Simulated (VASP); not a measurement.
# AlCu: single point with PBEsol

Crystal: AlCu.

```
Al Cu
1.0
     2.99751   -0.05995    0.00000
    -0.05995    2.99751    0.00000
     0.00000    0.00000    2.99751
Al Cu
1 1
Direct
  0.00000 0.00000 0.00000
  0.50000 0.50000 0.50000
```

This cell differs from its parent crystal: strain -0.0400 x Voigt [0, 0, 0, 0, 0, 1].

- Program: VASP 6.6.1
- Task: single point
- Functional: PBEsol
- Potentials or basis: VASP PAW PBE potentials, release 64 (Al, Cu)
- Cutoff: 520 eV
- k mesh: 16 × 16 × 16
- Occupations: gaussian, width 0.15 eV
- Spin: no spin polarisation
- Dipole correction: no
- Further INCAR settings: ALGO = Fast; EDIFF = 1e-06; NBANDS = 14

The pressure is -4.3 GPa. The band gap on the k mesh is zero (band 7 reaches 12.66 eV, above the bottom of band 8 at 8.01 eV).

Stress tensor (GPa, compression positive):
```
-4.09  1.45  0.00
 1.45 -4.09  0.00
 0.00  0.00 -4.59
```

Levels at points of the mesh, in eV from the Fermi level:
| k point | band 3 | band 4 | band 5 | band 6 | band 7 | band 8 | band 9 | band 10 | band 11 | band 12 |
| --- | --- | --- | --- | --- | --- | --- | --- | --- | --- | --- |
| (0.00, 0.00, 0.00) | -4.86 | -3.90 | -3.86 | -3.82 | 3.71 | 3.84 | 4.02 | 6.34 | 6.35 | 10.02 |
| (0.50, 0.00, 0.00) | -4.61 | -4.30 | -4.29 | -3.81 | -3.12 | 7.07 | 8.06 | 8.20 | 8.43 | 8.52 |
| (0.50, 0.50, 0.00) | -4.21 | -4.16 | -3.93 | -3.48 | -3.44 | -0.94 | 0.01 | 10.08 | 12.64 | 12.86 |
| (0.00, 0.00, 0.50) | -4.60 | -4.35 | -4.24 | -3.81 | -3.12 | 7.24 | 7.91 | 8.25 | 8.48 | 8.58 |
| (0.50, 0.00, 0.50) | -4.19 | -4.18 | -3.69 | -3.69 | -3.48 | -0.83 | -0.12 | 10.00 | 12.68 | 12.71 |
| (0.50, 0.50, 0.50) | -5.39 | -3.46 | -3.46 | 0.54 | 0.63 | 1.01 | 1.98 | 1.99 | 2.14 | 2.44 |

It took 2.4 min on 1 thread of Intel(R) Xeon(R) Platinum 8488C (Sapphire Rapids), on a shared host, peak memory 0.35 GiB.

Caveat: the cell differs from its parent crystal (strain -0.0400 x Voigt [0, 0, 0, 0, 0, 1]); the PAW data sets were made with another functional, which shifts forces and pressure a little.
